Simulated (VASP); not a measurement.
# Hg (Pm-3m) in VASP: single point with PBEsol

Aim: the single point of Hg with PBEsol.

Everything below comes from runs of VASP 6.6.1. Logs are shortened: lines on timing, memory, paths and dates and some standing lists are left out, and cuts for length are marked.

## Step 1: The cell of the first run

It takes space group Pm-3m (No. 221, cubic). Conventional cell: a = 4.179 Å, b = 4.179 Å, c = 4.179 Å, α = 90.00°, β = 90.00°, γ = 90.00°. Within 5.5 Å of Hg (site symmetry m-3m) lie 6 Hg at 4.18 Å.

## Step 2: Single point, PBEsol

Input file INCAR:

```
ALGO = Normal ; EDIFF = 1E-6
ENCUT = 520 ; GGA = PS
ISIF = 2 ; ISMEAR = -1
LASPH = T ; LCHARG = F
LREAL = F ; LWAVE = F
NBANDS = 12 ; NELM = 100
PREC = Accurate ; SIGMA = 0.05
```

Input file KPOINTS:

```
k-points
0
Gamma
  6 6 6
```

Input file POSCAR:

```
Hg
1.0
    4.1787600000      0.0000000000      0.0000000000
    0.0000000000      4.1787600000      0.0000000000
    0.0000000000      0.0000000000      4.1787600000
Hg
1
Direct
    0.5000000000      0.5000000000      0.5000000000
```

Potentials or basis: VASP PAW PBE potentials, release 64 (Hg).

On the command line:

```
cat potpaw_PBE.64/Hg/POTCAR > POTCAR
mpirun -np 1 vasp_std > vasp.out
```

OUTCAR:

```text
EDIFF = 1E-6
   ENCUT = 520
   GGA = PS
   ISIF = 2
   ISMEAR = -1
   LASPH = T
   LREAL = F
   NELM = 100
   PREC = Accurate

 ion  position               nearest neighbor table
   1  0.500  0.500  0.500-

  LATTYP: Found a simple cubic cell.
 ALAT       =     4.1787600000

  Lattice vectors:

 A1 = (   4.1787600000,   0.0000000000,   0.0000000000)
 A2 = (   0.0000000000,   4.1787600000,   0.0000000000)
 A3 = (   0.0000000000,   0.0000000000,   4.1787600000)

Analysis of symmetry for initial positions (statically):
=====================================================================
 Subroutine PRICEL returns:
 Original cell was already a primitive cell.

 Routine SETGRP: Setting up the symmetry group for a
 simple cubic supercell.

 Subroutine GETGRP returns: Found 48 space group operations
 (whereof 48 operations were pure point group operations)
 out of a pool of 48 trial point group operations.

The static configuration has the point symmetry O_h .

Analysis of symmetry for dynamics (positions and initial velocities):
=====================================================================
 Subroutine PRICEL returns:
 Original cell was already a primitive cell.

 Routine SETGRP: Setting up the symmetry group for a
 simple cubic supercell.

 Subroutine GETGRP returns: Found 48 space group operations
 (whereof 48 operations were pure point group operations)
 out of a pool of 48 trial point group operations.

The dynamic configuration has the point symmetry O_h .

 Subroutine INISYM returns: Found 48 space group operations
 (whereof 48 operations are pure point group operations),
 and found     1 'primitive' translations

----------------------------------------------------------------------------------------

                                     Primitive cell

  volume of cell :      72.9697

  direct lattice vectors                    reciprocal lattice vectors
     4.178760000  0.000000000  0.000000000     0.239305440  0.000000000  0.000000000
     0.000000000  4.178760000  0.000000000     0.000000000  0.239305440  0.000000000
     0.000000000  0.000000000  4.178760000     0.000000000  0.000000000  0.239305440

  length of vectors
     4.178760000  4.178760000  4.178760000     0.239305440  0.239305440  0.239305440

  position of ions in fractional coordinates (direct lattice)
     0.500000000  0.500000000  0.500000000

  ion indices of the primitive-cell ions
   primitive index   ion index
                 1           1

----------------------------------------------------------------------------------------

 KPOINTS: k-points

Automatic generation of k-mesh.
 Grid dimensions read from file:
 generate k-points for:    6    6    6

 Generating k-lattice:

  Cartesian coordinates                     Fractional coordinates (reciprocal lattice)
     0.039884240  0.000000000  0.000000000     0.166666667  0.000000000  0.000000000
     0.000000000  0.039884240  0.000000000     0.000000000  0.166666667  0.000000000
     0.000000000  0.000000000  0.039884240     0.000000000  0.000000000  0.166666667

  Length of vectors
     0.039884240  0.039884240  0.039884240

  Shift w.r.t. Gamma in fractional coordinates (k-lattice)
     0.000000000  0.000000000  0.000000000

 Subroutine IBZKPT returns following result:
 ===========================================

 Found     20 irreducible k-points:

 Following reciprocal coordinates:
            Coordinates               Weight
  0.000000  0.000000  0.000000      1.000000
  0.166667  0.000000  0.000000      6.000000
  0.333333  0.000000  0.000000      6.000000
  0.500000  0.000000  0.000000      3.000000
  0.166667  0.166667  0.000000     12.000000
  0.333333  0.166667  0.000000     24.000000
[... 12 lines left out ...]
  0.500000  0.500000  0.333333      6.000000
  0.500000  0.500000  0.500000      1.000000
   k-points           NKPTS =     20   k-points in BZ     NKDIM =     20   number of bands    NBANDS=     12
   number of dos      NEDOS =    301   number of ions     NIONS =      1
   total plane-waves  NPLWV =  32768
   dimension x,y,z NGX =    32 NGY =   32 NGZ =   32
   dimension x,y,z NGXF=    64 NGYF=   64 NGZF=   64
   ions per type =               1
   NGX,Y,Z   is equivalent  to a cutoff of  12.73, 12.73, 12.73 a.u.
   NGXF,Y,Z  is equivalent  to a cutoff of  25.46, 25.46, 25.46 a.u.
 SYSTEM =  unknown system
   PREC   = accura    normal or accurate (medium, high low for compatibility)
   ISTART =      0    job   : 0-new  1-cont  2-samecut
   ICHARG =      2    charge: 1-file 2-atom 10-const
   ISPIN  =      1    spin polarized calculation?
   LNONCOLLINEAR =      F non collinear calculations
   LSORBIT =      F    spin-orbit coupling
   LASPH  =      T    aspherical Exc in radial PAW
   ENCUT  =  520.0 eV  38.22 Ry    6.18 a.u.   7.77  7.77  7.77*2*pi/ulx,y,z
   NELM   =    100;   NELMIN=  2; NELMDL= -5     # of ELM steps
   EDIFF  = 0.1E-05   stopping-criterion for ELM
   LREAL  =      F    real-space projection
   EDIFFG = 0.1E-04   stopping-criterion for IOM
   NSW    =      0    number of steps for IOM
   IBRION =     -1    ionic relax: 0-MD 1-quasi-New 2-CG
   NFREE  =      0    steps in history (QN), initial steepest desc. (CG)
   ISIF   =      2    stress and relaxation
   ISYM   =      2    0-nonsym 1-usesym 2-fastsym
   POTIM  = 0.5000    time-step for ionic-motion
   TEBEG  =    0.0;   TEEND  =   0.0 temperature during run
   PSTRESS=    0.0 pullay stress
   NELECT =      12.0000    total number of electrons
   NUPDOWN=      -1.0000    fix difference up-down
   EMIN   =  10.00;   EMAX   =-10.00  energy-range for DOS
   EFERMI =   0.00;   METHOD = LEGACY
   ISMEAR =    -1;   SIGMA  =   0.05  broadening in eV -4-tet -1-fermi 0-gaus
   EFERMI_NEDOS =   21; number of points for ismear=-14 and -15
   IALGO  =     38    algorithm
   IMIX   =      4    mixing-type and parameters
     AMIX     =   0.40;   BMIX     =  1.00
     AMIX_MAG =   1.60;   BMIX_MAG =  1.00
  volume/ion in A,a.u.               =      72.97       492.42
  Fermi-wavevector in a.u.,A,eV,Ry     =   0.896922  1.694936 10.945457  0.804468
  Thomas-Fermi vector in A             =   2.019441
   LORBIT       =      0    0 simple, 1 ext, 2 COOP (PROOUT), +10 PAW based schemes
   GGA     = PS    functional components
   LHFCALC =     F    Hartree Fock is set to
   AEXX    =    0.0000 exact exchange contribution
   IVDW    =     0    specifies the selected vdW correction
   LEPSILON=     F    determine dielectric tensor
   LRPA    =     F    only Hartree local field effects (RPA)
 non-spin polarized calculation
  energy-cutoff  :      520.00
  volume of cell :       72.97
 maximum number of plane-waves:      1984
 NGX is ok and might be reduce to    32
   NGX = 15   NGY = 15   NGZ = 15

 number of electron      11.9999998 magnetization

 Free energy of the ion-electron system (eV)
  ---------------------------------------------------
  ext. energy  EPLUGINS =         0.00000000
  ---------------------------------------------------
  free energy    TOTEN  =        -0.10546237 eV

  energy without entropy =       -0.10546237  energy(sigma->0) =       -0.10546237

 E-fermi :  -2.4232     XC(G=0):  -5.6361

 val. band max:       -3.3911433094   @ k =   0.5000   0.5000   0.5000
 cond. band min:      -1.0070446836   @ k =   0.5000   0.0000   0.0000
 fundamental gap:      2.3840986257
 Fermi energy:        -2.4231631941

 k-point     1 :       0.0000    0.0000    0.0000
  band No.  band energies     occupation
      1      -7.9797      2.00000
      2      -7.9797      2.00000
      3      -7.7595      2.00000
      4      -7.7595      2.00000
      5      -7.7595      2.00000
      6      -6.1366      2.00000
      7       3.7174      0.00000
      8       3.7174      0.00000
      9       3.7174      0.00000
     10       4.7866      0.00000
     11       6.9489      0.00000
     12       6.9489      0.00000

 k-point     2 :       0.1667    0.0000    0.0000
  band No.  band energies     occupation
      1      -7.9765      2.00000
      2      -7.9382      2.00000
      3      -7.7752      2.00000
      4      -7.7752      2.00000
      5      -7.7582      2.00000
      6      -5.9519      2.00000
      7       1.8391      0.00000
      8       3.9259      0.00000
      9       3.9259      0.00000
     10       5.5721      0.00000
     11       7.1379      0.00000
     12       8.6912      0.00000

 k-point     3 :       0.3333    0.0000    0.0000
  band No.  band energies     occupation
      1      -7.9699      2.00000
      2      -7.8625      2.00000
      3      -7.8062      2.00000
      4      -7.8062      2.00000
      5      -7.7555      2.00000
      6      -5.4679      2.00000
      7      -0.1417      0.00000
      8       4.4252      0.00000
      9       4.4252      0.00000
     10       6.3007      0.00000
     11       7.7132      0.00000
     12       9.1703      0.00000
[... 226 lines left out ...]
 k-point    19 :       0.5000    0.5000    0.3333
  band No.  band energies     occupation
      1      -7.9014      2.00000
      2      -7.8773      2.00000
      3      -7.8773      2.00000
      4      -7.7315      2.00000
      5      -7.6782      2.00000
      6      -3.6717      2.00000
      7       0.8747      0.00000
      8       0.8747      0.00000
      9       2.0823      0.00000
     10       4.4022      0.00000
     11       6.0227      0.00000
     12       6.0227      0.00000

 k-point    20 :       0.5000    0.5000    0.5000
  band No.  band energies     occupation
      1      -7.8978      2.00000
      2      -7.8978      2.00000
      3      -7.8978      2.00000
      4      -7.6772      2.00000
      5      -7.6772      2.00000
      6      -3.3911      2.00000
      7       1.2138      0.00000
      8       1.2138      0.00000
      9       1.2138      0.00000
     10       5.2516      0.00000
     11       5.2516      0.00000
     12       5.2516      0.00000

------------------------ aborting loop because EDIFF is reached ----------------------------------------

  FORCE on cell =-STRESS in cart. coord.  units (eV):
  Direction    XX          YY          ZZ          XY          YZ          ZX
  --------------------------------------------------------------------------------------
  -------------------------------------------------------------------------------------
  Total       -0.2208097     -0.2208097     -0.2208097      0.0000000      0.0000000      0.0000000
  in kB       -4.8482660     -4.8482660     -4.8482660      0.0000000      0.0000000      0.0000000
  external PRESSURE =      -4.8482660 kB  Pullay stress =       0.0000000 kB

 VOLUME and BASIS-vectors are now :
 -----------------------------------------------------------------------------
  energy-cutoff  :      520.00
  volume of cell :       72.97
      direct lattice vectors                 reciprocal lattice vectors
     4.178760000  0.000000000  0.000000000     0.239305440  0.000000000  0.000000000
     0.000000000  4.178760000  0.000000000     0.000000000  0.239305440  0.000000000
     0.000000000  0.000000000  4.178760000     0.000000000  0.000000000  0.239305440

 POSITION                                       TOTAL-FORCE (eV/Angst)
 -----------------------------------------------------------------------------------
      2.08938      2.08938      2.08938         0.000000      0.000000      0.000000
 -----------------------------------------------------------------------------------
    total drift:                                0.000000     -0.000000     -0.000000

  FREE ENERGIE OF THE ION-ELECTRON SYSTEM (eV)
  ---------------------------------------------------
  free  energy   TOTEN  =        -0.1054623704 eV

  energy  without entropy=       -0.1054623704  energy(sigma->0) =       -0.10546237
```

Run time: 12 s. Hardware: 1 thread of AMD EPYC 7R43 (Zen 3), shared host; peak memory 0.14 GiB.

What came out:

| Quantity | Value |
| --- | --- |
| Free energy | -0.1055 eV |
| Pressure | -0.5 GPa |
| Band gap on the k mesh | 2.38 eV, indirect (least direct gap 4.12 eV) |

Levels at points of the mesh, in eV from the valence-band top:
```csv
k point,band 3,band 4,band 5,band 6,band 7,band 8,band 9,band 10
"(0.00, 0.00, 0.00)",-4.37,-4.37,-4.37,-2.75,7.11,7.11,7.11,8.18
"(0.50, 0.00, 0.00)",-4.43,-4.43,-4.36,-1.73,2.38,8.13,8.13,10.49
"(0.50, 0.50, 0.00)",-4.42,-4.42,-4.29,-0.84,3.54,3.54,6.95,9.12
"(0.50, 0.50, 0.50)",-4.51,-4.29,-4.29,0.00,4.60,4.60,4.60,8.64
```

Caveat: the PAW data sets were made with another functional, which shifts forces and pressure a little; spin-orbit coupling is left out, which moves the levels of the heavy elements. A k mesh can miss the band edges.
